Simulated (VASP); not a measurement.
# Lu3Si (Pm-3m) in VASP: single point with LDA

Aim: the single point of Lu3Si with LDA.

Everything below comes from runs of VASP 6.6.1. Logs are shortened: lines on timing, memory, paths and dates and some standing lists are left out, and cuts for length are marked.

### 1 The cell of the first run

The structure is cubic, space group Pm-3m (No. 221). Conventional cell: a = 4.541 Å, b = 4.541 Å, c = 4.541 Å, α = 90.00°, β = 90.00°, γ = 90.00°. Within 4.2 Å of Lu (site symmetry 4/mmm) lie 8 Lu at 3.21 Å and 4 Si at 3.21 Å. Within 4.2 Å of Si (site symmetry m-3m) lie 12 Lu at 3.21 Å.

### 2 Single point, LDA

The input, INCAR:

```
ALGO     = Normal         # electronic algorithm
EDIFF    = 1E-6           # SCF threshold, eV
ENCUT    = 520            # plane-wave cutoff, eV
GGA      = CA             # functional
ISIF     = 2              # what is computed and relaxed
ISMEAR   = -1             # smearing method
LASPH    = T              # aspherical terms in the spheres
LCHARG   = T              # write CHGCAR
LELF     = T              # ELF
LREAL    = F              # projectors in reciprocal space
LVHAR    = T            
LWAVE    = F              # write WAVECAR
NBANDS   = 48             # bands
NELM     = 100            # most SCF steps
PREC     = Accurate       # precision mode
SIGMA    = 0.05           # smearing width, eV
```

The input, KPOINTS:

```
Automatic mesh
0
Gamma
  6 6 6
  0.5 0.5 0.5
```

The input, POSCAR:

```
Lu3Si
1.0
    4.5414190000      0.0000000000      0.0000000000
    0.0000000000      4.5414190000      0.0000000000
    0.0000000000      0.0000000000      4.5414190000
Lu Si
3 1
Direct
    0.0000000000      0.5000000000      0.5000000000
    0.5000000000      0.0000000000      0.5000000000
    0.5000000000      0.5000000000      0.0000000000
    0.0000000000      0.0000000000      0.0000000000
```

Potentials or basis: VASP PAW PBE potentials, release 64 (Lu, Si).

Command:

```
cat potpaw_PBE.64/Lu/POTCAR potpaw_PBE.64/Si/POTCAR > POTCAR
mpirun -np 1 vasp_std > vasp.out
```

OUTCAR:

```text
EDIFF = 1E-6
   ENCUT = 520
   GGA = CA
   ISIF = 2
   ISMEAR = -1
   LASPH = T
   LREAL = F
   NELM = 100
   PREC = Accurate

 ion  position               nearest neighbor table
   1  0.000  0.500  0.500-   2 3.21   3 3.21   4 3.21   3 3.21   4 3.21   2 3.21   4 3.21   4 3.21
                             2 3.21   3 3.21   3 3.21   2 3.21
   2  0.500  0.000  0.500-   1 3.21   3 3.21   4 3.21   3 3.21   4 3.21   1 3.21   3 3.21   3 3.21
                             1 3.21   4 3.21   4 3.21   1 3.21
   3  0.500  0.500  0.000-   1 3.21   2 3.21   4 3.21   1 3.21   2 3.21   2 3.21   4 3.21   2 3.21
                             1 3.21   4 3.21   1 3.21   4 3.21
   4  0.000  0.000  0.000-   1 3.21   2 3.21   3 3.21   1 3.21   2 3.21   1 3.21   3 3.21   1 3.21
                             2 3.21   3 3.21   2 3.21   3 3.21

  LATTYP: Found a simple cubic cell.
 ALAT       =     4.5414190000

  Lattice vectors:

 A1 = (   4.5414190000,   0.0000000000,   0.0000000000)
 A2 = (   0.0000000000,   4.5414190000,   0.0000000000)
 A3 = (   0.0000000000,   0.0000000000,   4.5414190000)

Analysis of symmetry for initial positions (statically):
=====================================================================
 Subroutine PRICEL returns:
 Original cell was already a primitive cell.

 Routine SETGRP: Setting up the symmetry group for a
 simple cubic supercell.

 Subroutine GETGRP returns: Found 48 space group operations
 (whereof 48 operations were pure point group operations)
 out of a pool of 48 trial point group operations.

The static configuration has the point symmetry O_h .

Analysis of symmetry for dynamics (positions and initial velocities):
=====================================================================
 Subroutine PRICEL returns:
 Original cell was already a primitive cell.

 Routine SETGRP: Setting up the symmetry group for a
 simple cubic supercell.

 Subroutine GETGRP returns: Found 48 space group operations
 (whereof 48 operations were pure point group operations)
 out of a pool of 48 trial point group operations.

The dynamic configuration has the point symmetry O_h .

 Subroutine INISYM returns: Found 48 space group operations
 (whereof 48 operations are pure point group operations),
 and found     1 'primitive' translations

----------------------------------------------------------------------------------------

                                     Primitive cell

  volume of cell :      93.6644

  direct lattice vectors                    reciprocal lattice vectors
     4.541419000  0.000000000  0.000000000     0.220195494  0.000000000  0.000000000
     0.000000000  4.541419000  0.000000000     0.000000000  0.220195494  0.000000000
     0.000000000  0.000000000  4.541419000     0.000000000  0.000000000  0.220195494

  length of vectors
     4.541419000  4.541419000  4.541419000     0.220195494  0.220195494  0.220195494

  position of ions in fractional coordinates (direct lattice)
     0.000000000  0.500000000  0.500000000
     0.500000000  0.000000000  0.500000000
     0.500000000  0.500000000  0.000000000
     0.000000000  0.000000000  0.000000000

  ion indices of the primitive-cell ions
   primitive index   ion index
                 1           1
                 2           2
                 3           3
                 4           4

----------------------------------------------------------------------------------------

 KPOINTS: Automatic mesh

Automatic generation of k-mesh.
 Grid dimensions read from file:
 generate k-points for:    6    6    6

 Generating k-lattice:

  Cartesian coordinates                     Fractional coordinates (reciprocal lattice)
     0.036699249  0.000000000  0.000000000     0.166666667  0.000000000  0.000000000
     0.000000000  0.036699249  0.000000000     0.000000000  0.166666667  0.000000000
     0.000000000  0.000000000  0.036699249     0.000000000  0.000000000  0.166666667

  Length of vectors
     0.036699249  0.036699249  0.036699249

  Shift w.r.t. Gamma in fractional coordinates (k-lattice)
     0.500000000  0.500000000  0.500000000

 Subroutine IBZKPT returns following result:
 ===========================================

 Found     10 irreducible k-points:

 Following reciprocal coordinates:
            Coordinates               Weight
  0.083333  0.083333  0.083333      8.000000
  0.250000  0.083333  0.083333     24.000000
  0.416667  0.083333  0.083333     24.000000
  0.250000  0.250000  0.083333     24.000000
  0.416667  0.250000  0.083333     48.000000
  0.416667  0.416667  0.083333     24.000000
  0.250000  0.250000  0.250000      8.000000
  0.416667  0.250000  0.250000     24.000000
  0.416667  0.416667  0.250000     24.000000
  0.416667  0.416667  0.416667      8.000000
   k-points           NKPTS =     10   k-points in BZ     NKDIM =     10   number of bands    NBANDS=     48
   number of dos      NEDOS =    301   number of ions     NIONS =      4
   total plane-waves  NPLWV =  46656
   dimension x,y,z NGX =    36 NGY =   36 NGZ =   36
   dimension x,y,z NGXF=    72 NGYF=   72 NGZF=   72
   ions per type =               3   1
   NGX,Y,Z   is equivalent  to a cutoff of  13.18, 13.18, 13.18 a.u.
   NGXF,Y,Z  is equivalent  to a cutoff of  26.36, 26.36, 26.36 a.u.
 SYSTEM =  unknown system
   PREC   = accura    normal or accurate (medium, high low for compatibility)
   ISTART =      0    job   : 0-new  1-cont  2-samecut
   ICHARG =      2    charge: 1-file 2-atom 10-const
   ISPIN  =      1    spin polarized calculation?
   LNONCOLLINEAR =      F non collinear calculations
   LSORBIT =      F    spin-orbit coupling
   LASPH  =      T    aspherical Exc in radial PAW
   ENCUT  =  520.0 eV  38.22 Ry    6.18 a.u.   8.44  8.44  8.44*2*pi/ulx,y,z
   NELM   =    100;   NELMIN=  2; NELMDL= -5     # of ELM steps
   EDIFF  = 0.1E-05   stopping-criterion for ELM
   LREAL  =      F    real-space projection
   EDIFFG = 0.1E-04   stopping-criterion for IOM
   NSW    =      0    number of steps for IOM
   IBRION =     -1    ionic relax: 0-MD 1-quasi-New 2-CG
   NFREE  =      0    steps in history (QN), initial steepest desc. (CG)
   ISIF   =      2    stress and relaxation
   ISYM   =      2    0-nonsym 1-usesym 2-fastsym
   POTIM  = 0.5000    time-step for ionic-motion
   TEBEG  =    0.0;   TEEND  =   0.0 temperature during run
   PSTRESS=    0.0 pullay stress
   NELECT =      79.0000    total number of electrons
   NUPDOWN=      -1.0000    fix difference up-down
   EMIN   =  10.00;   EMAX   =-10.00  energy-range for DOS
   EFERMI =   0.00;   METHOD = LEGACY
   ISMEAR =    -1;   SIGMA  =   0.05  broadening in eV -4-tet -1-fermi 0-gaus
   EFERMI_NEDOS =   21; number of points for ismear=-14 and -15
   IALGO  =     38    algorithm
   IMIX   =      4    mixing-type and parameters
     AMIX     =   0.40;   BMIX     =  1.00
     AMIX_MAG =   1.60;   BMIX_MAG =  1.00
  volume/ion in A,a.u.               =      23.42       158.02
  Fermi-wavevector in a.u.,A,eV,Ry     =   1.546770  2.922971 32.551886  2.392496
  Thomas-Fermi vector in A             =   2.651958
   LORBIT       =      0    0 simple, 1 ext, 2 COOP (PROOUT), +10 PAW based schemes
   GGA     = CA    functional components
   LHFCALC =     F    Hartree Fock is set to
   AEXX    =    0.0000 exact exchange contribution
   IVDW    =     0    specifies the selected vdW correction
   LEPSILON=     F    determine dielectric tensor
   LRPA    =     F    only Hartree local field effects (RPA)
 non-spin polarized calculation
  energy-cutoff  :      520.00
  volume of cell :       93.66
 maximum number of plane-waves:      2542
 NGX is ok and might be reduce to    36
   NGX = 17   NGY = 17   NGZ = 17

 number of electron      79.0000036 magnetization

 Free energy of the ion-electron system (eV)
  ---------------------------------------------------
  ext. energy  EPLUGINS =         0.00000000
  ---------------------------------------------------
  free energy    TOTEN  =       -22.67377028 eV

  energy without entropy =      -22.64112682  energy(sigma->0) =      -22.65744855

 E-fermi :   3.4811     XC(G=0): -11.4521

 val. band max:        3.4528855442   @ k =   0.4167   0.0833   0.0833
 cond. band min:       3.5136090895   @ k =   0.4167   0.0833   0.0833
 fundamental gap:      0.0607235453
 Fermi energy:         3.4811185238

 k-point     1 :       0.0833    0.0833    0.0833
  band No.  band energies     occupation
      1     -52.3967      2.00000
      2     -52.3208      2.00000
      3     -52.3208      2.00000
      4     -23.5983      2.00000
      5     -23.5573      2.00000
      6     -23.5573      2.00000
[... 40 lines left out ...]
     47       7.0747      0.00000
     48       8.8393      0.00000

 k-point     2 :       0.2500    0.0833    0.0833
  band No.  band energies     occupation
      1     -52.3878      2.00000
      2     -52.3296      2.00000
      3     -52.3207      2.00000
      4     -23.5752      2.00000
      5     -23.5117      2.00000
      6     -23.4683      2.00000
[... 40 lines left out ...]
     47       7.5182      0.00000
     48       7.6084      0.00000

 k-point     3 :       0.4167    0.0833    0.0833
  band No.  band energies     occupation
      1     -52.3746      2.00000
      2     -52.3428      2.00000
      3     -52.3207      2.00000
      4     -23.5110      2.00000
      5     -23.4469      2.00000
      6     -23.3774      2.00000
[... 40 lines left out ...]
     47       6.7649      0.00000
     48       7.4494      0.00000

 k-point     4 :       0.2500    0.2500    0.0833
  band No.  band energies     occupation
      1     -52.3799      2.00000
      2     -52.3325      2.00000
      3     -52.3257      2.00000
      4     -23.5935      2.00000
      5     -23.4607      2.00000
      6     -23.3917      2.00000
[... 40 lines left out ...]
     47       7.4620      0.00000
     48       7.4740      0.00000

 k-point     5 :       0.4167    0.2500    0.0833
  band No.  band energies     occupation
      1     -52.3677      2.00000
      2     -52.3429      2.00000
      3     -52.3273      2.00000
      4     -23.5576      2.00000
      5     -23.4450      2.00000
      6     -23.3707      2.00000
[... 40 lines left out ...]
     47       7.2988      0.00000
     48       7.4867      0.00000

 k-point     6 :       0.4167    0.4167    0.0833
  band No.  band energies     occupation
      1     -52.3565      2.00000
      2     -52.3441      2.00000
      3     -52.3372      2.00000
      4     -23.5696      2.00000
      5     -23.5207      2.00000
      6     -23.3268      2.00000
[... 40 lines left out ...]
     47       6.9426      0.00000
     48       7.4203      0.00000

 k-point     7 :       0.2500    0.2500    0.2500
  band No.  band energies     occupation
      1     -52.3731      2.00000
      2     -52.3324      2.00000
      3     -52.3324      2.00000
      4     -23.6447      2.00000
      5     -23.4156      2.00000
      6     -23.4156      2.00000
[... 40 lines left out ...]
     47       7.3434      0.00000
     48       7.5095      0.00000

 k-point     8 :       0.4167    0.2500    0.2500
  band No.  band energies     occupation
      1     -52.3625      2.00000
      2     -52.3429      2.00000
      3     -52.3323      2.00000
      4     -23.6474      2.00000
      5     -23.4584      2.00000
      6     -23.4385      2.00000
[... 40 lines left out ...]
     47       7.1419      0.00000
     48       7.4505      0.00000

 k-point     9 :       0.4167    0.4167    0.2500
  band No.  band energies     occupation
      1     -52.3538      2.00000
      2     -52.3440      2.00000
      3     -52.3397      2.00000
      4     -23.6955      2.00000
      5     -23.5249      2.00000
      6     -23.4495      2.00000
[... 40 lines left out ...]
     47       6.8938      0.00000
     48       7.3592      0.00000

 k-point    10 :       0.4167    0.4167    0.4167
  band No.  band energies     occupation
      1     -52.3494      2.00000
      2     -52.3439      2.00000
      3     -52.3439      2.00000
      4     -23.7794      2.00000
      5     -23.5265      2.00000
      6     -23.5218      2.00000
[... 40 lines left out ...]
     47       6.6468      0.00000
     48       7.1514      0.00000

------------------------ aborting loop because EDIFF is reached ----------------------------------------

  FORCE on cell =-STRESS in cart. coord.  units (eV):
  Direction    XX          YY          ZZ          XY          YZ          ZX
  --------------------------------------------------------------------------------------
  -------------------------------------------------------------------------------------
  Total       -3.6494802     -3.6494802     -3.6494802      0.0000000      0.0000000      0.0000000
  in kB      -62.4261960    -62.4261960    -62.4261960      0.0000000      0.0000000      0.0000000
  external PRESSURE =     -62.4261960 kB  Pullay stress =       0.0000000 kB

 VOLUME and BASIS-vectors are now :
 -----------------------------------------------------------------------------
  energy-cutoff  :      520.00
  volume of cell :       93.66
      direct lattice vectors                 reciprocal lattice vectors
     4.541419000  0.000000000  0.000000000     0.220195494  0.000000000  0.000000000
     0.000000000  4.541419000  0.000000000     0.000000000  0.220195494  0.000000000
     0.000000000  0.000000000  4.541419000     0.000000000  0.000000000  0.220195494

 POSITION                                       TOTAL-FORCE (eV/Angst)
 -----------------------------------------------------------------------------------
      0.00000      2.27071      2.27071         0.000000      0.000000      0.000000
      2.27071      0.00000      2.27071         0.000000      0.000000      0.000000
      2.27071      2.27071      0.00000         0.000000      0.000000      0.000000
      0.00000      0.00000      0.00000         0.000000      0.000000      0.000000
 -----------------------------------------------------------------------------------
    total drift:                                0.000000      0.000000      0.000000

  FREE ENERGIE OF THE ION-ELECTRON SYSTEM (eV)
  ---------------------------------------------------
  free  energy   TOTEN  =       -22.6737702758 eV

  energy  without entropy=      -22.6411268156  energy(sigma->0) =      -22.65744855
```

Wall time 78 s (1 thread of Intel Xeon 8259CL, shared host); peak memory 0.19 GiB.

Results:

```yaml
Free_energy: -22.6738 eV
Pressure: -6.2 GPa
Band_gap_on_the_k_mesh: zero (an odd number of electrons rules out a gap without spin polarisation)
```

Caveat: the cell stands under tension; the PAW data sets were made with another functional, which shifts forces and pressure a little; spin-orbit coupling is left out, which moves the levels of the heavy elements.

The gap in the log of VASP goes by the Fermi energy; the results here count the filled bands.